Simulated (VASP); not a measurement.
# KF (Fm-3m) in VASP: single point with PBE

Aim: the single point of KF with PBE.

Everything below comes from runs of VASP 6.6.1. Logs are shortened: lines on timing, memory, paths and dates and some standing lists are left out, and cuts for length are marked.

### 1 The cell of the first run

The structure is cubic, space group Fm-3m (No. 225). Conventional cell: a = 5.347 Å, b = 5.347 Å, c = 5.347 Å, α = 90.00°, β = 90.00°, γ = 90.00°. Within 3.5 Å of K (site symmetry m-3m) lie 6 F at 2.67 Å. Within 3.5 Å of F (site symmetry m-3m) lie 6 K at 2.67 Å.

### 2 Single point, PBE

Contents of INCAR:

```
PREC = Accurate ; ENCUT = 520
EDIFF = 1E-7 ; ISMEAR = 0
SIGMA = 0.05 ; LREAL = False
LASPH = True ; NELM = 80
ALGO = Normal ; ISIF = 2
LWAVE = False ; LCHARG = False
GGA = PE ; NBANDS = 15
```

Contents of KPOINTS:

```
regular mesh
0
Gamma
  8 8 8
```

Contents of POSCAR:

```
KF
1.0
    0.0000000000      2.6735000000      2.6735000000
    2.6735000000      0.0000000000      2.6735000000
    2.6735000000      2.6735000000      0.0000000000
K F
1 1
Direct
    0.0000000000      0.0000000000      0.0000000000
    0.5000000000      0.5000000000      0.5000000000
```

Potentials or basis: VASP PAW PBE potentials, release 64 (K_sv, F).

Launch:

```
$ cat potpaw_PBE.64/K_sv/POTCAR potpaw_PBE.64/F/POTCAR > POTCAR
$ mpirun -np 1 vasp_std > vasp.out
```

OUTCAR:

```text
PREC = Accurate
   ENCUT = 520
   EDIFF = 1E-7
   ISMEAR = 0
   LREAL = False
   LASPH = True
   NELM = 80
   ISIF = 2
   GGA = PE

 ion  position               nearest neighbor table
   1  0.000  0.000  0.000-   2 2.67   2 2.67   2 2.67   2 2.67   2 2.67   2 2.67
   2  0.500  0.500  0.500-   1 2.67   1 2.67   1 2.67   1 2.67   1 2.67   1 2.67

  LATTYP: Found a face centered cubic cell.
 ALAT       =     5.3470000000

  Lattice vectors:

 A1 = (   0.0000000000,   2.6735000000,   2.6735000000)
 A2 = (   2.6735000000,   0.0000000000,   2.6735000000)
 A3 = (   2.6735000000,   2.6735000000,   0.0000000000)

Analysis of symmetry for initial positions (statically):
=====================================================================
 Subroutine PRICEL returns:
 Original cell was already a primitive cell.

 Routine SETGRP: Setting up the symmetry group for a
 face centered cubic supercell.

 Subroutine GETGRP returns: Found 48 space group operations
 (whereof 48 operations were pure point group operations)
 out of a pool of 48 trial point group operations.

The static configuration has the point symmetry O_h .

Analysis of symmetry for dynamics (positions and initial velocities):
=====================================================================
 Subroutine PRICEL returns:
 Original cell was already a primitive cell.

 Routine SETGRP: Setting up the symmetry group for a
 face centered cubic supercell.

 Subroutine GETGRP returns: Found 48 space group operations
 (whereof 48 operations were pure point group operations)
 out of a pool of 48 trial point group operations.

The dynamic configuration has the point symmetry O_h .

 Subroutine INISYM returns: Found 48 space group operations
 (whereof 48 operations are pure point group operations),
 and found     1 'primitive' translations

----------------------------------------------------------------------------------------

                                     Primitive cell

  volume of cell :      38.2182

  direct lattice vectors                    reciprocal lattice vectors
     0.000000000  2.673500000  2.673500000    -0.187020759  0.187020759  0.187020759
     2.673500000  0.000000000  2.673500000     0.187020759 -0.187020759  0.187020759
     2.673500000  2.673500000  0.000000000     0.187020759  0.187020759 -0.187020759

  length of vectors
     3.780899959  3.780899959  3.780899959     0.323929457  0.323929457  0.323929457

  position of ions in fractional coordinates (direct lattice)
     0.000000000  0.000000000  0.000000000
     0.500000000  0.500000000  0.500000000

  ion indices of the primitive-cell ions
   primitive index   ion index
                 1           1
                 2           2

----------------------------------------------------------------------------------------

 KPOINTS: regular mesh

Automatic generation of k-mesh.
 Grid dimensions read from file:
 generate k-points for:    8    8    8

 Generating k-lattice:

  Cartesian coordinates                     Fractional coordinates (reciprocal lattice)
    -0.023377595  0.023377595  0.023377595     0.125000000  0.000000000  0.000000000
     0.023377595 -0.023377595  0.023377595     0.000000000  0.125000000  0.000000000
     0.023377595  0.023377595 -0.023377595     0.000000000  0.000000000  0.125000000

  Length of vectors
     0.040491182  0.040491182  0.040491182

  Shift w.r.t. Gamma in fractional coordinates (k-lattice)
     0.000000000  0.000000000  0.000000000

 Subroutine IBZKPT returns following result:
 ===========================================

 Found     29 irreducible k-points:

 Following reciprocal coordinates:
            Coordinates               Weight
  0.000000  0.000000  0.000000      1.000000
  0.125000  0.000000  0.000000      8.000000
  0.250000  0.000000  0.000000      8.000000
  0.375000  0.000000  0.000000      8.000000
  0.500000  0.000000  0.000000      4.000000
  0.125000  0.125000  0.000000      6.000000
[... 16 lines left out ...]
  0.500000  0.250000  0.125000     48.000000
 -0.375000  0.250000  0.125000     24.000000
 [... further k-points ...]
   k-points           NKPTS =     29   k-points in BZ     NKDIM =     29   number of bands    NBANDS=     15
   number of dos      NEDOS =    301   number of ions     NIONS =      2
   total plane-waves  NPLWV =  21952
   dimension x,y,z NGX =    28 NGY =   28 NGZ =   28
   dimension x,y,z NGXF=    56 NGYF=   56 NGZF=   56
   ions per type =               1   1
   NGX,Y,Z   is equivalent  to a cutoff of  12.31, 12.31, 12.31 a.u.
   NGXF,Y,Z  is equivalent  to a cutoff of  24.62, 24.62, 24.62 a.u.
 SYSTEM =  unknown system
   PREC   = accura    normal or accurate (medium, high low for compatibility)
   ISTART =      0    job   : 0-new  1-cont  2-samecut
   ICHARG =      2    charge: 1-file 2-atom 10-const
   ISPIN  =      1    spin polarized calculation?
   LNONCOLLINEAR =      F non collinear calculations
   LSORBIT =      F    spin-orbit coupling
   LASPH  =      T    aspherical Exc in radial PAW
   ENCUT  =  520.0 eV  38.22 Ry    6.18 a.u.   7.03  7.03  7.03*2*pi/ulx,y,z
   NELM   =     80;   NELMIN=  2; NELMDL= -5     # of ELM steps
   EDIFF  = 0.1E-06   stopping-criterion for ELM
   LREAL  =      F    real-space projection
   EDIFFG = 0.1E-05   stopping-criterion for IOM
   NSW    =      0    number of steps for IOM
   IBRION =     -1    ionic relax: 0-MD 1-quasi-New 2-CG
   NFREE  =      0    steps in history (QN), initial steepest desc. (CG)
   ISIF   =      2    stress and relaxation
   ISYM   =      2    0-nonsym 1-usesym 2-fastsym
   POTIM  = 0.5000    time-step for ionic-motion
   TEBEG  =    0.0;   TEEND  =   0.0 temperature during run
   PSTRESS=    0.0 pullay stress
   NELECT =      16.0000    total number of electrons
   NUPDOWN=      -1.0000    fix difference up-down
   EMIN   =  10.00;   EMAX   =-10.00  energy-range for DOS
   EFERMI =   0.00;   METHOD = LEGACY
   ISMEAR =     0;   SIGMA  =   0.05  broadening in eV -4-tet -1-fermi 0-gaus
   EFERMI_NEDOS =   21; number of points for ismear=-14 and -15
   IALGO  =     38    algorithm
   IMIX   =      4    mixing-type and parameters
     AMIX     =   0.40;   BMIX     =  1.00
     AMIX_MAG =   1.60;   BMIX_MAG =  1.00
  volume/ion in A,a.u.               =      19.11       128.95
  Fermi-wavevector in a.u.,A,eV,Ry     =   1.224686  2.314320 20.406766  1.499855
  Thomas-Fermi vector in A             =   2.359751
   LORBIT       =      0    0 simple, 1 ext, 2 COOP (PROOUT), +10 PAW based schemes
   GGA     = PE    functional components
   LHFCALC =     F    Hartree Fock is set to
   AEXX    =    0.0000 exact exchange contribution
   IVDW    =     0    specifies the selected vdW correction
   LEPSILON=     F    determine dielectric tensor
   LRPA    =     F    only Hartree local field effects (RPA)
 non-spin polarized calculation
 Gauss-broadening in eV      SIGMA  =   0.05
  energy-cutoff  :      520.00
  volume of cell :       38.22
 maximum number of plane-waves:      1056
   NGX = 13   NGY = 13   NGZ = 13

 number of electron      16.0000001 magnetization

 Free energy of the ion-electron system (eV)
  ---------------------------------------------------
  ext. energy  EPLUGINS =         0.00000000
  ---------------------------------------------------
  free energy    TOTEN  =        -8.29082572 eV

  energy without entropy =       -8.29082572  energy(sigma->0) =       -8.29082572

 E-fermi :  -2.4668     XC(G=0):  -8.3953

 val. band max:       -2.8095781637   @ k =   0.0000   0.0000   0.0000
 cond. band min:       3.3465853882   @ k =   0.0000   0.0000   0.0000
 fundamental gap:      6.1561635519
 Fermi energy:        -2.4667927632

 k-point     1 :       0.0000    0.0000    0.0000
  band No.  band energies     occupation
      1     -28.9520      2.00000
      2     -21.4642      2.00000
      3     -12.2039      2.00000
      4     -12.2039      2.00000
      5     -12.2039      2.00000
      6      -2.8096      2.00000
      7      -2.8096      2.00000
      8      -2.8096      2.00000
      9       3.3466      0.00000
     10       7.8647      0.00000
     11       7.8647      0.00000
     12       7.8647      0.00000
     13       9.5339      0.00000
     14       9.5339      0.00000
     15      14.1183      0.00000

 k-point     2 :       0.1250    0.0000    0.0000
  band No.  band energies     occupation
      1     -28.9384      2.00000
      2     -21.4775      2.00000
      3     -12.2446      2.00000
      4     -12.2094      2.00000
      5     -12.2094      2.00000
      6      -2.9492      2.00000
      7      -2.8620      2.00000
      8      -2.8620      2.00000
      9       3.7788      0.00000
     10       7.6173      0.00000
     11       8.0739      0.00000
     12       8.0739      0.00000
     13       9.6772      0.00000
     14       9.6772      0.00000
     15      14.8648      0.00000

 k-point     3 :       0.2500    0.0000    0.0000
  band No.  band energies     occupation
      1     -28.9054      2.00000
      2     -21.5080      2.00000
      3     -12.3418      2.00000
      4     -12.2224      2.00000
      5     -12.2224      2.00000
      6      -3.2455      2.00000
      7      -2.9857      2.00000
      8      -2.9857      2.00000
      9       4.8572      0.00000
     10       7.2754      0.00000
     11       8.5913      0.00000
     12       8.5913      0.00000
     13      10.1231      0.00000
     14      10.1231      0.00000
     15      15.8338      0.00000
[... 343 lines left out ...]
 k-point    23 :       0.5000    0.2500    0.1250
  band No.  band energies     occupation
      1     -28.8571      2.00000
      2     -21.5238      2.00000
      3     -12.4784      2.00000
      4     -12.4021      2.00000
      5     -12.2686      2.00000
      6      -3.3711      2.00000
      7      -3.1062      2.00000
      8      -2.9694      2.00000
      9       6.3978      0.00000
     10       6.8358      0.00000
     11       8.9264      0.00000
     12       9.7492      0.00000
     13      10.6821      0.00000
     14      11.6426      0.00000
     15      13.3943      0.00000

 k-point    24 :      -0.3750    0.2500    0.1250
  band No.  band energies     occupation
      1     -28.8464      2.00000
      2     -21.5288      2.00000
      3     -12.5222      2.00000
      4     -12.4184      2.00000
      5     -12.2764      2.00000
      6      -3.3775      2.00000
      7      -3.0872      2.00000
      8      -3.0644      2.00000
      9       6.5817      0.00000
     10       7.2738      0.00000
     11       8.8559      0.00000
     12       9.8994      0.00000
     13      11.1513      0.00000
     14      12.1989      0.00000
     15      12.4424      0.00000

 [... further k-points ...]
[... 5 lines left out ...]
  --------------------------------------------------------------------------------------
  -------------------------------------------------------------------------------------
  Total        0.3233000      0.3233000      0.3233000      0.0000000      0.0000000     -0.0000000
  in kB       13.5533210     13.5533210     13.5533210      0.0000000      0.0000000     -0.0000000
  external PRESSURE =      13.5533210 kB  Pullay stress =       0.0000000 kB

 VOLUME and BASIS-vectors are now :
 -----------------------------------------------------------------------------
  energy-cutoff  :      520.00
  volume of cell :       38.22
      direct lattice vectors                 reciprocal lattice vectors
     0.000000000  2.673500000  2.673500000    -0.187020759  0.187020759  0.187020759
     2.673500000  0.000000000  2.673500000     0.187020759 -0.187020759  0.187020759
     2.673500000  2.673500000  0.000000000     0.187020759  0.187020759 -0.187020759

 POSITION                                       TOTAL-FORCE (eV/Angst)
 -----------------------------------------------------------------------------------
      0.00000      0.00000      0.00000        -0.000000     -0.000000      0.000000
      2.67350      2.67350      2.67350         0.000000      0.000000     -0.000000
 -----------------------------------------------------------------------------------
    total drift:                                0.000000      0.000000      0.000000

  FREE ENERGIE OF THE ION-ELECTRON SYSTEM (eV)
  ---------------------------------------------------
  free  energy   TOTEN  =        -8.2908257237 eV

  energy  without entropy=       -8.2908257237  energy(sigma->0) =       -8.29082572
```

It took 12 s on 1 thread of Intel Xeon Platinum 8375C at 2.90GHz (Ice Lake), shared host; peak memory 0.16 GiB.

Results:

```
Free energy            : -8.2908 eV
Pressure               : 1.4 GPa
Band gap on the k mesh : 6.16 eV, direct
```
